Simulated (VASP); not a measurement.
Write the native input for VASP 6.6.1 that does the following.

```yaml
Task: single point
Functional: PBEsol
Potentials_or_basis: VASP PAW PBE potentials, release 64 (La, F)
Cutoff: 520 eV
k_mesh: 10 × 10 × 6
Occupations: gaussian, width 0.05 eV
Spin: no spin polarisation
Dipole_correction: no
Further_INCAR_settings: ALGO = Normal; EDIFF = 1e-06; NBANDS = 20
```

The structure of LaF2 lies in POSCAR:

```
LaF2
1.0
    3.5742055292      0.0000000000      0.0000000000
   -1.7871027646      3.0953527866      0.0000000000
    0.0000000000      0.0000000000      4.9498428380
La F
1 2
Direct
    0.0000000000      0.0000000000      0.0000000000
    0.3333333333      0.6666666667      0.2721737684
    0.6666666667      0.3333333333      0.7278262316
```

This cell differs from its parent crystal: volume scaled by 0.960.

The input as run:

INCAR

```
SYSTEM = LaF2
ALGO     = Normal         ! electronic algorithm
EDIFF    = 1E-6           ! SCF threshold, eV
ENCUT    = 520            ! plane-wave cutoff, eV
GGA      = PS             ! functional
ISIF     = 2              ! what is computed and relaxed
ISMEAR   = 0              ! smearing method
LASPH    = .True.         ! aspherical terms in the spheres
LCHARG   = .False.        ! write CHGCAR
LREAL    = .False.        ! projectors in reciprocal space
LWAVE    = .False.        ! write WAVECAR
NBANDS   = 20             ! bands
NELM     = 100            ! most SCF steps
PREC     = Accurate       ! precision mode
SIGMA    = 0.05           ! smearing width, eV
```

KPOINTS

```
k-points
0
Gamma
  10 10 6
  0 0 0
```

Potentials or basis: VASP PAW PBE potentials, release 64 (La, F).

Run with:

```sh
$ cat potpaw_PBE.64/La/POTCAR potpaw_PBE.64/F/POTCAR > POTCAR
$ mpirun -np 1 vasp_std > vasp.out
```

Results of the run:

```yaml
Pressure: 0.0 GPa
```

Caveat: the PAW data sets were made with another functional, which shifts forces and pressure a little; an odd number of electrons without spin polarisation forces a metal; a magnetic or distorted state may lie lower.

Wall time 2.6 min on 1 thread of Oxide Virtual Turin-like Processor, on a shared host, peak memory 0.21 GiB.
